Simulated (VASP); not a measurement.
Write the native input for VASP 6.6.1 that does the following.

```
Task                   : electric field gradients
Functional             : PBEsol
Potentials or basis    : VASP PAW PBE potentials, release 64 (As)
Cutoff                 : 400 eV
k mesh                 : 3 × 3 × 3
Occupations            : tetrahedron
Spin                   : no spin polarisation
Dipole correction      : no
Further INCAR settings : ALGO = Normal; EDIFF = 1e-08; NBANDS = 12
```

The structure of As lies in POSCAR:

```
As
1.0
    1.8797494575      1.0852738553      3.4857700000
   -1.8797494575      1.0852738553      3.4857700000
    0.0000000000     -2.1705477106      3.4857700000
As
2
Direct
    0.2275400000      0.2275400000      0.2275400000
    0.7724600000      0.7724600000      0.7724600000
```

The input as run:

INCAR

```
SYSTEM = As
  PREC = Accurate
  ENCUT = 400
  EDIFF = 1E-8
  ISMEAR = -4
  SIGMA = 0.1
  LREAL = .False.
  LASPH = .True.
  NELM = 120
  ALGO = Normal
  ISIF = 2
  LWAVE = .False.
  LCHARG = .False.
  GGA = PS
  LEFG = .True.
  NBANDS = 12
  GGA_COMPAT = .False.
```

KPOINTS

```
Automatic mesh
0
Gamma
  3 3 3
  0 0 0
```

Potentials or basis: VASP PAW PBE potentials, release 64 (As).

Launch:

```sh
$ cat potpaw_PBE.64/As/POTCAR > POTCAR
$ mpirun -np 1 vasp_std > vasp.out
```

Results of the run:

The pressure is 1.2 GPa and the largest force is 0.139 eV/Å. The band gap on the k mesh is 1.33 eV, indirect (least direct gap 1.75 eV).

Caveat: the k points lie up to 0.67 Å⁻¹ apart; without QUAD_EFG the Cq values of the log hold for a quadrupole moment of 1 mb, not for the nuclei; the PAW data sets were made with another functional, which shifts forces and pressure a little.

Wall time 14 s on 1 thread of Intel Xeon 8259CL (shared host), peak memory 0.14 GiB.
